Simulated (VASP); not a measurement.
# AlGa2N3 (I-4m2) in VASP: further runs, part 2 of 2

VASP 6.6.1. Earlier steps stand in the parts before.

### Step 3. Single point, PBE (11.73 Å³/atom)

This run uses another cell than the first one, of 11.73 Å³/atom.

Contents of INCAR:

```
SYSTEM = AlGa2N3
PREC = Accurate
ENCUT = 520
EDIFF = 1E-6
ISMEAR = 0
SIGMA = 0.02
LREAL = .FALSE.
LASPH = .TRUE.
NELM = 100
ALGO = Normal
ISIF = 2
LWAVE = .FALSE.
LCHARG = .FALSE.
GGA = PE
NBANDS = 31
```

Contents of KPOINTS:

```
regular mesh
0
G
  12 12 12
  0 0 0
```

Contents of POSCAR:

```
AlGa2N3
1.0
   -1.6079536106      1.6079536106      6.8036313114
    1.6079536106     -1.6079536106      6.8036313114
    1.6079536106      1.6079536106     -6.8036313114
Al Ga N
1 2 3
Direct
    0.5000000000      0.5000000000      0.0000000000
    0.8353592025      0.8353592025      0.0000000000
    0.1646407975      0.1646407975      0.0000000000
    0.4215121692      0.9215121692      0.5000000000
    0.0784878308      0.5784878308      0.5000000000
    0.7500000000      0.2500000000      0.5000000000
```

Potentials or basis: VASP PAW PBE potentials, release 64 (Al, Ga_d, N).

Run with:

```sh
$ cat potpaw_PBE.64/Al/POTCAR potpaw_PBE.64/Ga_d/POTCAR potpaw_PBE.64/N/POTCAR > POTCAR
$ mpirun -np 1 vasp_std > vasp.out
```

OUTCAR:

```text
SYSTEM = AlGa2N3
   PREC = Accurate
   ENCUT = 520
   EDIFF = 1E-6
   ISMEAR = 0
   LREAL = .FALSE.
   LASPH = .TRUE.
   NELM = 100
   ISIF = 2
   GGA = PE

 ion  position               nearest neighbor table
   1  0.500  0.500  0.000-   5 1.93   4 1.93   5 1.93   4 1.93
   2  0.835  0.835  0.000-   6 1.98   6 1.98   4 1.99   4 1.99
   3  0.165  0.165  0.000-   6 1.98   6 1.98   5 1.99   5 1.99
   4  0.422  0.922  0.500-   1 1.93   1 1.93   2 1.99   2 1.99
   5  0.078  0.578  0.500-   1 1.93   1 1.93   3 1.99   3 1.99
   6  0.750  0.250  0.500-   2 1.98   3 1.98   2 1.98   3 1.98

  LATTYP: Found a body centered tetragonal cell.
 ALAT       =     3.2159072212
 C/A-ratio  =     4.2312360671

  Lattice vectors:

 A1 = (  -1.6079536106,   1.6079536106,   6.8036313114)
 A2 = (   1.6079536106,  -1.6079536106,   6.8036313114)
 A3 = (   1.6079536106,   1.6079536106,  -6.8036313114)

Analysis of symmetry for initial positions (statically):
=====================================================================
 Subroutine PRICEL returns:
 Original cell was already a primitive cell.

 Routine SETGRP: Setting up the symmetry group for a
 body centered tetragonal supercell.

 Subroutine GETGRP returns: Found  8 space group operations
 (whereof  8 operations were pure point group operations)
 out of a pool of 16 trial point group operations.

The static configuration has the point symmetry D_2d.

Analysis of symmetry for dynamics (positions and initial velocities):
=====================================================================
 Subroutine PRICEL returns:
 Original cell was already a primitive cell.

 Routine SETGRP: Setting up the symmetry group for a
 body centered tetragonal supercell.

 Subroutine GETGRP returns: Found  8 space group operations
 (whereof  8 operations were pure point group operations)
 out of a pool of 16 trial point group operations.

[... 130 lines left out ...]
  Fermi-wavevector in a.u.,A,eV,Ry     =   1.399941  2.645505 26.665179  1.959835
  Thomas-Fermi vector in A             =   2.522951
   LORBIT       =      0    0 simple, 1 ext, 2 COOP (PROOUT), +10 PAW based schemes
   GGA     = PE    functional components
   LHFCALC =     F    Hartree Fock is set to
   AEXX    =    0.0000 exact exchange contribution
   IVDW    =     0    specifies the selected vdW correction
   LEPSILON=     F    determine dielectric tensor
   LRPA    =     F    only Hartree local field effects (RPA)
 non-spin polarized calculation
 Gauss-broadening in eV      SIGMA  =   0.02
  energy-cutoff  :      520.00
  volume of cell :       70.36
 maximum number of plane-waves:      1919
 NGX is ok and might be reduce to    54
   NGX = 27   NGY = 27   NGZ = 27

 number of electron      43.9999995 magnetization

 Free energy of the ion-electron system (eV)
  ---------------------------------------------------
  ext. energy  EPLUGINS =         0.00000000
  ---------------------------------------------------
  free energy    TOTEN  =       -39.10673695 eV

  energy without entropy =      -39.10673695  energy(sigma->0) =      -39.10673695

 E-fermi :   5.0619     XC(G=0): -11.1675

 val. band max:        4.9708072385   @ k =   0.0000   0.0000   0.0000
 cond. band min:       7.0164593666   @ k =   0.0000   0.0000   0.0000
 fundamental gap:      2.0456521281
 Fermi energy:         5.0618547229

 k-point     1 :       0.0000    0.0000    0.0000
  band No.  band energies     occupation
      1     -10.2844      2.00000
      2      -9.5530      2.00000
      3      -9.0617      2.00000
      4      -8.1990      2.00000
      5      -8.1990      2.00000
      6      -8.1453      2.00000
[... 805 lines left out ...]
     30      15.1734      0.00000
     31      15.7387      0.00000

 [... further k-points ...]

------------------------ aborting loop because EDIFF is reached ----------------------------------------

  FORCE on cell =-STRESS in cart. coord.  units (eV):
  Direction    XX          YY          ZZ          XY          YZ          ZX
  --------------------------------------------------------------------------------------
  -------------------------------------------------------------------------------------
  Total       -2.1768184     -2.1768184     -2.1687874      0.0000000      0.0000000      0.0000000
  in kB      -49.5661285    -49.5661285    -49.3832611      0.0000000      0.0000000      0.0000000
  external PRESSURE =     -49.5051727 kB  Pullay stress =       0.0000000 kB

 VOLUME and BASIS-vectors are now :
 -----------------------------------------------------------------------------
  energy-cutoff  :      520.00
  volume of cell :       70.36
      direct lattice vectors                 reciprocal lattice vectors
    -1.607953611  1.607953611  6.803631311     0.000000000  0.310954244  0.073490167
     1.607953611 -1.607953611  6.803631311     0.310954244  0.000000000  0.073490167
     1.607953611  1.607953611 -6.803631311     0.310954244  0.310954244  0.000000000

 POSITION                                       TOTAL-FORCE (eV/Angst)
 -----------------------------------------------------------------------------------
      0.00000      0.00000      6.80363         0.000000     -0.000000      0.000000
      0.00000      0.00000     11.36695         0.000000     -0.000000     -0.006729
      0.00000      0.00000      2.24031         0.000000     -0.000000      0.006729
      1.60795      0.00000      5.73563        -0.000000      0.000000      0.028654
      1.60795      0.00000      1.06800        -0.000000      0.000000     -0.028654
      0.00000      1.60795      3.40182         0.000000     -0.000000      0.000000
 -----------------------------------------------------------------------------------
    total drift:                                0.000001     -0.000001      0.000000

  FREE ENERGIE OF THE ION-ELECTRON SYSTEM (eV)
  ---------------------------------------------------
  free  energy   TOTEN  =       -39.1067369508 eV

  energy  without entropy=      -39.1067369508  energy(sigma->0) =      -39.10673695
```

OSZICAR:

```text
N       E                     dE             d eps       ncg     rms          rms(c)
DAV:   1     0.395629581488E+03    0.39563E+03   -0.20782E+04 11337   0.229E+03
DAV:   2     0.153398349093E+02   -0.38029E+03   -0.35519E+03 11190   0.561E+02
DAV:   3    -0.423527073450E+02   -0.57693E+02   -0.56632E+02 11430   0.158E+02
DAV:   4    -0.452903279575E+02   -0.29376E+01   -0.29222E+01 14206   0.392E+01
DAV:   5    -0.453471997430E+02   -0.56872E-01   -0.56856E-01 11208   0.510E+00    0.136E+01
DAV:   6    -0.389513900093E+02    0.63958E+01   -0.18697E+01 16937   0.520E+01    0.401E+00
DAV:   7    -0.391388309284E+02   -0.18744E+00   -0.25842E+00 11548   0.106E+01    0.343E+00
DAV:   8    -0.391289665694E+02    0.98644E-02   -0.31458E-01 16487   0.624E+00    0.864E-01
DAV:   9    -0.391066210283E+02    0.22346E-01   -0.85867E-02 16785   0.421E+00    0.502E-01
DAV:  10    -0.391066164063E+02    0.46221E-05   -0.10391E-02 11653   0.594E-01    0.282E-01
DAV:  11    -0.391067625044E+02   -0.14610E-03   -0.10015E-03 14893   0.218E-01    0.985E-02
DAV:  12    -0.391067316772E+02    0.30827E-04   -0.34504E-04 13666   0.173E-01    0.276E-02
DAV:  13    -0.391067351516E+02   -0.34744E-05   -0.13987E-04 15654   0.100E-01    0.120E-02
DAV:  14    -0.391067369873E+02   -0.18357E-05   -0.14522E-05 12412   0.398E-02    0.747E-03
DAV:  15    -0.391067369508E+02    0.36489E-07   -0.14501E-06  8821   0.171E-02
   1 F= -.39106737E+02 E0= -.39106737E+02  d E =-.130538E-13
```

Run time: 38 min. Hardware: 1 thread of Intel Xeon 8259CL, shared host; peak memory 0.59 GiB.

Results:

```yaml
Free_energy: -39.1067 eV
Pressure: -5.0 GPa
Largest_force: 0.029 eV/Å
Band_gap_on_the_k_mesh: 2.05 eV
```

Forces on the atoms (eV/Å):
```
Al   0.000  0.000  0.000
Ga   0.000  0.000 -0.007
Ga   0.000  0.000  0.007
N    0.000  0.000  0.029
N    0.000  0.000 -0.029
N    0.000  0.000  0.000
```

Caveat: the cell stands under tension. A k mesh can miss the band edges.

### Step 4. Single point, PBE (12.07 Å³/atom)

This run uses another cell than the first one, of 12.07 Å³/atom.

Contents of INCAR:

```
SYSTEM = AlGa2N3
ALGO = Normal ; EDIFF = 1E-7
ENCUT = 520 ; GGA = PE
ISIF = 2 ; ISMEAR = 0
LASPH = .True. ; LCHARG = .False.
LREAL = .False. ; LWAVE = .False.
NBANDS = 31 ; NELM = 100
PREC = Accurate ; SIGMA = 0.02
```

Contents of KPOINTS:

```
k-points
0
Gamma
  12 12 12
  0 0 0
```

Contents of POSCAR:

```
AlGa2N3
1.0
   -1.6232339128      1.6232339128      6.8705930748
    1.6232339128     -1.6232339128      6.8705930748
    1.6232339128      1.6232339128     -6.8705930748
Al Ga N
1 2 3
Direct
    0.5000000000      0.5000000000      0.0000000000
    0.8353340807      0.8353340807      0.0000000000
    0.1646659193      0.1646659193      0.0000000000
    0.4215195773      0.9215195773      0.5000000000
    0.0784804227      0.5784804227      0.5000000000
    0.7500000000      0.2500000000      0.5000000000
```

Potentials or basis: VASP PAW PBE potentials, release 64 (Al, Ga_d, N).

Run with:

```sh
$ cat potpaw_PBE.64/Al/POTCAR potpaw_PBE.64/Ga_d/POTCAR potpaw_PBE.64/N/POTCAR > POTCAR
$ mpirun -np 1 vasp_std > vasp.out
```

OUTCAR:

```text
SYSTEM = AlGa2N3
   EDIFF = 1E-7
   ENCUT = 520
   GGA = PE
   ISIF = 2
   ISMEAR = 0
   LASPH = .True.
   LREAL = .False.
   NELM = 100
   PREC = Accurate

 ion  position               nearest neighbor table
   1  0.500  0.500  0.000-   5 1.95   4 1.95   5 1.95   4 1.95
   2  0.835  0.835  0.000-   6 2.00   6 2.00   4 2.01   4 2.01
   3  0.165  0.165  0.000-   6 2.00   6 2.00   5 2.01   5 2.01
   4  0.422  0.922  0.500-   1 1.95   1 1.95   2 2.01   2 2.01
   5  0.078  0.578  0.500-   1 1.95   1 1.95   3 2.01   3 2.01
   6  0.750  0.250  0.500-   3 2.00   2 2.00   2 2.00   3 2.00

  LATTYP: Found a body centered tetragonal cell.
 ALAT       =     3.2464678256
 C/A-ratio  =     4.2326574258

  Lattice vectors:

 A1 = (  -1.6232339128,   1.6232339128,   6.8705930748)
 A2 = (   1.6232339128,  -1.6232339128,   6.8705930748)
 A3 = (   1.6232339128,   1.6232339128,  -6.8705930748)

Analysis of symmetry for initial positions (statically):
=====================================================================
 Subroutine PRICEL returns:
 Original cell was already a primitive cell.

 Routine SETGRP: Setting up the symmetry group for a
 body centered tetragonal supercell.

 Subroutine GETGRP returns: Found  8 space group operations
 (whereof  8 operations were pure point group operations)
 out of a pool of 16 trial point group operations.

The static configuration has the point symmetry D_2d.

Analysis of symmetry for dynamics (positions and initial velocities):
=====================================================================
 Subroutine PRICEL returns:
 Original cell was already a primitive cell.

 Routine SETGRP: Setting up the symmetry group for a
 body centered tetragonal supercell.

 Subroutine GETGRP returns: Found  8 space group operations
 (whereof  8 operations were pure point group operations)
 out of a pool of 16 trial point group operations.

[... 130 lines left out ...]
  Fermi-wavevector in a.u.,A,eV,Ry     =   1.386608  2.620308 26.159658  1.922681
  Thomas-Fermi vector in A             =   2.510907
   LORBIT       =      0    0 simple, 1 ext, 2 COOP (PROOUT), +10 PAW based schemes
   GGA     = PE    functional components
   LHFCALC =     F    Hartree Fock is set to
   AEXX    =    0.0000 exact exchange contribution
   IVDW    =     0    specifies the selected vdW correction
   LEPSILON=     F    determine dielectric tensor
   LRPA    =     F    only Hartree local field effects (RPA)
 non-spin polarized calculation
 Gauss-broadening in eV      SIGMA  =   0.02
  energy-cutoff  :      520.00
  volume of cell :       72.41
 maximum number of plane-waves:      1978
 NGX is ok and might be reduce to    54
   NGX = 27   NGY = 27   NGZ = 27

 number of electron      43.9999993 magnetization

 Free energy of the ion-electron system (eV)
  ---------------------------------------------------
  ext. energy  EPLUGINS =         0.00000000
  ---------------------------------------------------
  free energy    TOTEN  =       -39.01640070 eV

  energy without entropy =      -39.01640070  energy(sigma->0) =      -39.01640070

 E-fermi :   4.8111     XC(G=0): -11.0265

 val. band max:        4.6909891086   @ k =   0.0000   0.0000   0.0000
 cond. band min:       6.5414217527   @ k =   0.0000   0.0000   0.0000
 fundamental gap:      1.8504326441
 Fermi energy:         4.8111053409

 k-point     1 :       0.0000    0.0000    0.0000
  band No.  band energies     occupation
      1     -10.3594      2.00000
      2      -9.7219      2.00000
      3      -9.2418      2.00000
      4      -8.4853      2.00000
      5      -8.4853      2.00000
      6      -8.4305      2.00000
[... 805 lines left out ...]
     30      14.6904      0.00000
     31      15.2210      0.00000

 [... further k-points ...]

------------------------ aborting loop because EDIFF is reached ----------------------------------------

  FORCE on cell =-STRESS in cart. coord.  units (eV):
  Direction    XX          YY          ZZ          XY          YZ          ZX
  --------------------------------------------------------------------------------------
  -------------------------------------------------------------------------------------
  Total       -4.1670820     -4.1670820     -4.1580629      0.0000000      0.0000000      0.0000000
  in kB      -92.1989976    -92.1989976    -91.9994442      0.0000000      0.0000000      0.0000000
  external PRESSURE =     -92.1324798 kB  Pullay stress =       0.0000000 kB

 VOLUME and BASIS-vectors are now :
 -----------------------------------------------------------------------------
  energy-cutoff  :      520.00
  volume of cell :       72.41
      direct lattice vectors                 reciprocal lattice vectors
    -1.623233913  1.623233913  6.870593075     0.000000000  0.308027079  0.072773921
     1.623233913 -1.623233913  6.870593075     0.308027079  0.000000000  0.072773921
     1.623233913  1.623233913 -6.870593075     0.308027079  0.308027079  0.000000000

 POSITION                                       TOTAL-FORCE (eV/Angst)
 -----------------------------------------------------------------------------------
      0.00000      0.00000      6.87059         0.000000     -0.000000      0.000000
      0.00000      0.00000     11.47848         0.000000     -0.000000     -0.006124
      0.00000      0.00000      2.26271         0.000000     -0.000000      0.006124
      1.62323      0.00000      5.79218        -0.000000      0.000000      0.032055
      1.62323      0.00000      1.07841        -0.000000      0.000000     -0.032055
      0.00000      1.62323      3.43530         0.000000     -0.000000      0.000000
 -----------------------------------------------------------------------------------
    total drift:                                0.000001     -0.000001      0.000000

  FREE ENERGIE OF THE ION-ELECTRON SYSTEM (eV)
  ---------------------------------------------------
  free  energy   TOTEN  =       -39.0164006993 eV

  energy  without entropy=      -39.0164006993  energy(sigma->0) =      -39.01640070
```

Run time: 43 min. Hardware: 1 thread of Intel Xeon 8259CL, shared host; peak memory 0.63 GiB.

Results:

```
Free energy            : -39.0164 eV
Pressure               : -9.2 GPa
Largest force          : 0.032 eV/Å
Band gap on the k mesh : 1.85 eV
```

Forces on the atoms (eV/Å):
```
Al   0.000  0.000  0.000
Ga   0.000  0.000 -0.006
Ga   0.000  0.000  0.006
N    0.000  0.000  0.032
N    0.000  0.000 -0.032
N    0.000  0.000  0.000
```

Levels at points of the mesh, in eV from the valence-band top:
```
           k point  band 18  band 19  band 20  band 21  band 22  band 23  band 24  band 25  band 26  band 27
(0.00, 0.00, 0.00)    -1.63    -1.63    -0.10     0.00     0.00     1.85     4.33     4.37     6.70     7.54
(0.50, 0.00, 0.00)    -2.09    -1.07    -0.75    -0.71    -0.64     4.61     5.59     6.73     7.36     7.77
(0.50, 0.50, 0.00)    -2.94    -2.85    -2.79    -2.20    -2.18     3.27     5.08     5.22     6.26     7.35
(0.50, 0.50, 0.50)    -1.65    -0.84    -0.84    -0.47    -0.47     3.22     3.92     4.09     6.72     8.52
```

Caveat: the cell stands under tension. A k mesh can miss the band edges.

### Step 5. The runs side by side

| cell | gap on the mesh (eV) | pressure (GPa) | largest force (eV/Å) |
| --- | --- | --- | --- |
| a = 7.102 Å, angles 154.1, 154.1, 37.0°, 6 atoms, atomic positions A | 2.25 | 0.0 | 0.02 |
| a = 7.174 Å, angles 154.1, 154.1, 37.0°, 6 atoms, atomic positions A | 2.05 | -5.0 | 0.03 |
| a = 7.244 Å, angles 154.1, 154.1, 37.0°, 6 atoms, atomic positions B | 1.85 | -9.2 | 0.03 |

Alike in all rows: task single point; level PBE; potentials or basis VASP PAW PBE potentials, release 64 (Al, Ga_d, N); no spin polarisation; k mesh 12 × 12 × 12; cutoff (eV) 520; smearing gaussian 0.02 eV.

Caveats: the cell stands under tension (at least some runs).

Absolute energies hang on the potentials; compare differences alone.
